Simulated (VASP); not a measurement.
Input of a VASP 6.6.1 run:

Contents of INCAR:

```
SYSTEM = Al2GaSb3
PREC = Accurate
ENCUT = 500
EDIFF = 1E-6
ISMEAR = -1
SIGMA = 0.02
LREAL = .FALSE.
LASPH = .TRUE.
NELM = 120
ALGO = Normal
ISIF = 2
LWAVE = .FALSE.
LCHARG = .TRUE.
GGA = PE
LELF = .TRUE.
LVHAR = .TRUE.
NBANDS = 26
GGA_COMPAT = .FALSE.
```

File KPOINTS:

```
Automatic mesh
0
G
  8 8 8
  0 0 0
```

The input POSCAR:

```
Al2GaSb3
1.0
   -2.1813106459      6.5376632050      3.0788242448
    2.1813106459     -6.5376632050      3.0788242448
    2.1813106459      6.5376632050     -3.0788242448
Al Sb Ga
2 3 1
Direct
    0.6662171378      0.9997544694      0.6664626684
    0.3332918010     -0.0002455306      0.3335373316
    0.4152853959      0.2492321146      0.1660532812
    0.0831788334      0.2492321146      0.8339467188
    0.7519287155      0.2519287155      0.5000000000
    0.0000981164      0.0000981164      0.0000000000
```

Potentials or basis: VASP PAW PBE potentials, release 64 (Al, Sb, Ga_d).

The run is started by

```sh
$ cat potpaw_PBE.64/Al/POTCAR potpaw_PBE.64/Sb/POTCAR potpaw_PBE.64/Ga_d/POTCAR > POTCAR
$ mpirun -np 1 vasp_std > vasp.out
```

Question: Predict the pressure.

Answer: 1.6 GPa.

Question: Estimate the band gap on the k mesh.

Answer: 0.83 eV (least direct gap 0.90 eV).

Question: Estimate the largest force.

Answer: 0.049 eV/Å.

Forces in eV/Å, atoms in the order of the input:
```
Al   0.000  0.001  0.006
Al   0.000 -0.001  0.006
Sb   0.000  0.037  0.023
Sb   0.000 -0.037  0.023
Sb   0.000  0.000 -0.049
Ga   0.000  0.000 -0.008
```

Caveat: spin-orbit coupling is left out, which moves the levels of the heavy elements. A k mesh can miss the band edges.
